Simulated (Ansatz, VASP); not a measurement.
# C in VASP and in Ansatz

```xyz
2
Lattice="0.0000 1.8208 1.8208 1.8208 0.0000 1.8208 1.8208 1.8208 0.0000" Properties=species:S:1:pos:R:3 pbc="T T T"
C     0.0000    0.0000    0.0000
C     0.9104    0.9104    0.9104
```

Alike in both runs: task single point; functional PBE; k mesh 12 × 12 × 12; occupations gaussian, width 0.02 eV; no spin polarisation.

```csv
,VASP,Ansatz
version,VASP 6.6.1,Ansatz 0.2.0
potentials or method,"VASP PAW PBE potentials, release 64 (C), cutoff 600 eV","scalar-relativistic, plane waves, PAW"
valence electrons in the cell,8,8
```

|  | VASP | Ansatz | Ansatz less VASP |
| --- | --- | --- | --- |
| gap on the k mesh at the Fermi level (eV) | 4.01 | 4.02 | +0.010 |
| least direct gap on the mesh (eV) | 5.42 | 5.43 | +0.007 |
| pressure (GPa) | -22.8 | -22.6 | +0.13 |
